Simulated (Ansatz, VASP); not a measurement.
One calculation of Ti, two programs

File INCAR:

```
SYSTEM = Ti
ALGO = Normal
EDIFF = 1E-8
ENCUT = 400
GGA_COMPAT = .False.
ISIF = 2
ISMEAR = -1
LASPH = .True.
LCHARG = .False.
LEFG = .True.
LREAL = .False.
LWAVE = .False.
NBANDS = 12
NELM = 120
PREC = Accurate
SIGMA = 0.05
```

File KPOINTS:

```
k-points
0
Gamma
  14 14 14
  0 0 0
```

The input POSCAR:

```
Ti
1.0
    0.0203000000      2.0401500000      2.0401500000
    2.0401500000      0.0203000000      2.0401500000
    2.0401500000      2.0401500000      0.0203000000
Ti
1
Direct
    0.0000000000      0.0000000000      0.0000000000
```

Input for Ansatz:

```yaml
crystal:
  lattice:
    - [0.0203, 2.04015, 2.04015]
    - [2.04015, 0.0203, 2.04015]
    - [2.04015, 2.04015, 0.0203]
  atoms:
    - { symbol: Ti, position: [0.0, 0.0, 0.0] }
kpoints:
  mp_grid: { grid: [14, 14, 14] }
scf:
  occupations: { method: fermi_dirac, width: 0.05 }
hamiltonian:
  xc: lda
  pseudopotentials: { kind: all_electron, datasets: crystal }
output:
  forces: true
  stress: true
  eigenvalues: true
  efg: { contact_densities: true }
```

Change from the starting cell: equal xy, yz and zx shear strains of +1 %, crystal datasets.

Alike in both runs: task electric field gradients; functional LDA; k mesh 14 × 14 × 14; occupations fermi-dirac, width 0.05 eV; no spin polarisation.

```csv
,VASP,Ansatz
version,VASP 6.6.1,Ansatz 0.2.0
potentials or method,"VASP PAW LDA potentials, release 64 (Ti_sv), cutoff 400 eV","all-electron PAW with datasets made for the crystal, scalar-relativistic"
```

VASP gave:

* pressure (GPa): -5.7
* traceless stress, the component that is largest in VASP (GPa): -0.50
* size of Vzz on the site where it differs most (V/Å²): 4.0

Task: Estimate Ansatz's values.

Result: Pressure (GPa): -4.9; traceless stress, the component that is largest in VASP (GPa): -0.50; size of Vzz on the site where it differs most (V/Å²): 3.9.

LDA's correlation is that of Perdew and Zunger in VASP and of Perdew and Wang (1992) in Ansatz. Ansatz ran all-electron here, and VASP with PAW potentials.
